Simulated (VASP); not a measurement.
# Bi (R-3m) in VASP: a series of runs, part 3 of 3

VASP 6.6.1.

**5. Electric field gradients, PBEsol (37.51 Å³/atom)**

This run uses another cell than the first one, of 37.51 Å³/atom.

File INCAR:

```
SYSTEM = Bi
ALGO = Normal
EDIFF = 1E-8
ENCUT = 520
GGA = PS
ISIF = 2
ISMEAR = -1
LASPH = .True.
LCHARG = .False.
LEFG = .True.
LREAL = .False.
LWAVE = .False.
NBANDS = 22
NELM = 80
PREC = Accurate
SIGMA = 0.03
```

File KPOINTS:

```
k-points
0
Gamma
  10 10 10
  0 0 0
```

File POSCAR:

```
Bi
1.0
    2.3175796175      1.3380552160      4.0315490999
   -2.3175796175      1.3380552160      4.0315490999
    0.0000000000     -2.6761104319      4.0315490999
Bi
2
Direct
    0.2338900000      0.2338900000      0.2338900000
    0.7661100000      0.7661100000      0.7661100000
```

Potentials or basis: VASP PAW PBE potentials, release 64 (Bi_d).

Launch:

```sh
$ cat potpaw_PBE.64/Bi_d/POTCAR > POTCAR
$ mpirun -np 1 vasp_std > vasp.out
```

OUTCAR:

```text
SYSTEM = Bi
   EDIFF = 1E-8
   ENCUT = 520
   GGA = PS
   ISIF = 2
   ISMEAR = -1
   LASPH = .True.
   LREAL = .False.
   NELM = 80
   PREC = Accurate

 ion  position               nearest neighbor table
   1  0.234  0.234  0.234-   2 3.13   2 3.13   2 3.13   2 3.60   2 3.60   2 3.60
   2  0.766  0.766  0.766-   1 3.13   1 3.13   1 3.13   1 3.60   1 3.60   1 3.60

  LATTYP: Found a trigonal (rhomboedric) cell.
 ALAT       =     4.8389002045
 COS(alpha) =     0.5412184017

  Lattice vectors:

 A1 = (   2.3175796175,   1.3380552160,   4.0315490999)
[... 813 lines left out ...]
  free  energy   TOTEN  =        -8.5518647303 eV

  energy  without entropy=       -8.5511949142  energy(sigma->0) =       -8.55152982

 Electric field gradients (V/A^2)
---------------------------------------------------------------------
 ion       V_xx      V_yy      V_zz      V_xy      V_xz      V_yz
---------------------------------------------------------------------
   1      14.016    14.016   -28.032    -0.000     0.000    -0.000
   2      14.016    14.016   -28.032     0.000    -0.000    -0.000
---------------------------------------------------------------------

 Electric field gradients after diagonalization (V/A^2)
 (convention: |V_zz| > |V_xx| > |V_yy|)
----------------------------------------------------------------------
 ion       V_xx      V_yy      V_zz     asymmetry (V_yy - V_xx)/ V_zz
----------------------------------------------------------------------
   1      14.016    14.016   -28.032       0.000
   2      14.016    14.016   -28.032       0.000
----------------------------------------------------------------------

           NMR quadrupolar parameters

 Cq : quadrupolar parameter    Cq=e*Q*V_zz/h
 eta: asymmetry parameters     (V_yy - V_xx)/ V_zz
 Q  : nuclear electric quadrupole moment in mb (millibarn)
----------------------------------------------------------------------
 ion       Cq(MHz)       eta       Q (mb)
----------------------------------------------------------------------
   1      -0.068       0.000       1.000
   2      -0.068       0.000       1.000
----------------------------------------------------------------------
```

It took 1.8 min on 1 thread of AMD EPYC 9R45 (Zen 5), shared host; peak memory 0.27 GiB.

What came out:

```yaml
Free_energy: -8.5519 eV
Pressure: -3.1 GPa
Largest_force: 0.128 eV/Å
Band_gap_on_the_k_mesh: zero (bands 15 and 16 overlap by 0.18 eV)
Largest_electric_field_gradient_by_atom: Bi -28.0 V/Å²
```

Forces in eV/Å, atoms in the order of the input:
```
Bi   0.000  0.000 -0.128
Bi   0.000  0.000  0.128
```

Stress tensor (GPa, compression positive):
```
-3.22  0.00  0.00
 0.00 -3.22  0.00
 0.00  0.00 -2.75
```

Electric field gradients, principal values (V/Å²):
| atom | least | middle | greatest (by size) |
| --- | --- | --- | --- |
| 1 Bi | 14.016 | 14.016 | -28.032 |
| 2 Bi | 14.016 | 14.016 | -28.032 |

Caveat: the cell stands under tension; without QUAD_EFG the Cq values of the log hold for a quadrupole moment of 1 mb, not for the nuclei; the PAW data sets were made with another functional, which shifts forces and pressure a little; spin-orbit coupling is left out, which moves the levels of the heavy elements.

**6. Electric field gradients, PBEsol (33.26 Å³/atom)**

This run uses another cell than the first one, of 33.26 Å³/atom.

File INCAR:

```
SYSTEM = Bi
PREC = Accurate
ENCUT = 520
EDIFF = 1E-8
ISMEAR = -1
SIGMA = 0.03
LREAL = .FALSE.
LASPH = .TRUE.
NELM = 80
ALGO = Normal
ISIF = 2
LWAVE = .FALSE.
LCHARG = .FALSE.
GGA = PS
LEFG = .TRUE.
NBANDS = 22
```

File KPOINTS:

```
Automatic mesh
0
G
  10 10 10
  0 0 0
```

File POSCAR:

```
Bi
1.0
    2.2265989101      1.2855274801      3.8732834739
   -2.2265989101      1.2855274801      3.8732834739
    0.0000000000     -2.5710549601      3.8732834739
Bi
2
Direct
    0.2338900000      0.2338900000      0.2338900000
    0.7661100000      0.7661100000      0.7661100000
```

Potentials or basis: VASP PAW PBE potentials, release 64 (Bi_d).

Launch:

```sh
$ cat potpaw_PBE.64/Bi_d/POTCAR > POTCAR
$ mpirun -np 1 vasp_std > vasp.out
```

OUTCAR:

```text
SYSTEM = Bi
   PREC = Accurate
   ENCUT = 520
   EDIFF = 1E-8
   ISMEAR = -1
   LREAL = .FALSE.
   LASPH = .TRUE.
   NELM = 80
   ISIF = 2
   GGA = PS

 ion  position               nearest neighbor table
   1  0.234  0.234  0.234-   2 3.01   2 3.01   2 3.01   2 3.46   2 3.46   2 3.46
   2  0.766  0.766  0.766-   1 3.01   1 3.01   1 3.01   1 3.46   1 3.46   1 3.46

  LATTYP: Found a trigonal (rhomboedric) cell.
 ALAT       =     4.6489405758
 COS(alpha) =     0.5412184017

  Lattice vectors:

 A1 = (   2.2265989101,   1.2855274801,   3.8732834739)
 A2 = (  -2.2265989101,   1.2855274801,   3.8732834739)
 A3 = (   0.0000000000,  -2.5710549601,   3.8732834739)

Analysis of symmetry for initial positions (statically):
=====================================================================
 Subroutine PRICEL returns:
 Original cell was already a primitive cell.

 Routine SETGRP: Setting up the symmetry group for a
[... 788 lines left out ...]
  energy-cutoff  :      520.00
  volume of cell :       66.52
      direct lattice vectors                 reciprocal lattice vectors
     2.226598910  1.285527480  3.873283474     0.224557731  0.129648467  0.086059628
    -2.226598910  1.285527480  3.873283474    -0.224557731  0.129648467  0.086059628
     0.000000000 -2.571054960  3.873283474     0.000000000 -0.259296933  0.086059628

 POSITION                                       TOTAL-FORCE (eV/Angst)
 -----------------------------------------------------------------------------------
      0.00000      0.00000      2.71777         0.000000      0.000000      0.423079
      0.00000      0.00000      8.90208         0.000000     -0.000000     -0.423079
 -----------------------------------------------------------------------------------
    total drift:                                0.000000     -0.000000      0.000000

  FREE ENERGIE OF THE ION-ELECTRON SYSTEM (eV)
  ---------------------------------------------------
  free  energy   TOTEN  =        -8.5769812336 eV

  energy  without entropy=       -8.5765367981  energy(sigma->0) =       -8.57675902

 Electric field gradients (V/A^2)
---------------------------------------------------------------------
 ion       V_xx      V_yy      V_zz      V_xy      V_xz      V_yz
---------------------------------------------------------------------
   1      14.411    14.411   -28.823    -0.000    -0.000    -0.000
   2      14.411    14.411   -28.823    -0.000    -0.000    -0.000
---------------------------------------------------------------------

 Electric field gradients after diagonalization (V/A^2)
 (convention: |V_zz| > |V_xx| > |V_yy|)
----------------------------------------------------------------------
 ion       V_xx      V_yy      V_zz     asymmetry (V_yy - V_xx)/ V_zz
----------------------------------------------------------------------
   1      14.411    14.411   -28.823       0.000
   2      14.411    14.411   -28.823       0.000
----------------------------------------------------------------------

           NMR quadrupolar parameters

 Cq : quadrupolar parameter    Cq=e*Q*V_zz/h
 eta: asymmetry parameters     (V_yy - V_xx)/ V_zz
 Q  : nuclear electric quadrupole moment in mb (millibarn)
----------------------------------------------------------------------
 ion       Cq(MHz)       eta       Q (mb)
----------------------------------------------------------------------
   1      -0.070       0.000       1.000
   2      -0.070       0.000       1.000
----------------------------------------------------------------------
```

It took 2.2 min on 1 thread of Intel Xeon Platinum 8488C (Sapphire Rapids), shared host; peak memory 0.28 GiB.

Results:

* Free energy: -8.5770 eV
* Pressure: 2.6 GPa
* Largest force: 0.423 eV/Å
* Band gap on the k mesh: zero (bands 15 and 16 overlap by 0.21 eV)
* Largest electric field gradient by atom: Bi -28.8 V/Å²

Forces in eV/Å, atoms in the order of the input:
```
Bi   0.000  0.000  0.423
Bi   0.000  0.000 -0.423
```

Electric field gradients, principal values (V/Å²):
| atom | least | middle | greatest (by size) |
| --- | --- | --- | --- |
| 1 Bi | 14.411 | 14.411 | -28.823 |
| 2 Bi | 14.411 | 14.411 | -28.823 |

Caveat: without QUAD_EFG the Cq values of the log hold for a quadrupole moment of 1 mb, not for the nuclei; the PAW data sets were made with another functional, which shifts forces and pressure a little; spin-orbit coupling is left out, which moves the levels of the heavy elements.

**7. The runs side by side**

| cell | gap on the mesh (eV) | pressure (GPa) | largest force (eV/Å) |
| --- | --- | --- | --- |
| a = 4.779 Å, angles 56.8°, 2 atoms | none | -1.1 | 0.06 |
| a = 4.777 Å, angles 57.2°, 2 atoms | none | -1.6 | 0.03 |
| a = 4.839 Å, angles 57.2°, 2 atoms | none | -3.1 | 0.13 |
| a = 4.649 Å, angles 57.2°, 2 atoms | none | 2.6 | 0.42 |

Alike in all rows: task electric field gradients; level PBEsol; potentials or basis VASP PAW PBE potentials, release 64 (Bi_d); no spin polarisation; k mesh 10 × 10 × 10; cutoff (eV) 520; smearing fermi-dirac 0.03 eV.

Caveats: the PAW data sets were made with another functional, which shifts forces and pressure a little; spin-orbit coupling is left out, which moves the levels of the heavy elements; the cell stands under tension (at least some runs).

Absolute energies hang on the potentials; compare differences alone.
